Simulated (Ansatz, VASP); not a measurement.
**ZnO: VASP beside Ansatz**

```
Zn O
1.0
     3.14779    0.00000    0.00000
    -1.57389    2.72606    0.00000
     0.00000    0.00000    5.54518
Zn O
2 2
Cartesian
  0.0000 1.8174 0.0000
  1.5739 0.9087 2.7726
  0.0000 1.8174 2.1188
  1.5739 0.9087 4.8914
```

Alike in both runs: task single point; functional PBE; k mesh 12 × 12 × 6; occupations gaussian, width 0.05 eV; no spin polarisation.

|  | VASP | Ansatz |
| --- | --- | --- |
| version | VASP 6.6.1 | Ansatz 0.2.0 |
| potentials or method | VASP PAW PBE potentials, release 64 (Zn, O), cutoff 520 eV | scalar-relativistic, plane waves, PAW |
| valence electrons in the cell | 36 | 36 |

```tsv
	VASP	Ansatz	Ansatz less VASP
gap on the k mesh at the Fermi level (eV)	0.61	0.63	+0.016
least direct gap on the mesh (eV)	0.61	0.63	+0.016
pressure (GPa)	8.1	7.0	-1.14
traceless stress, the component that is largest in VASP (GPa)	-13.22	-12.65	+0.568
rms of the force components (eV/Å)	0.400	0.367	-0.0331
```

Atom by atom the forces differ by 0.033 eV/Å (rms over components). With one functional, cell and mesh, what is left measures potentials, basis and numerics.
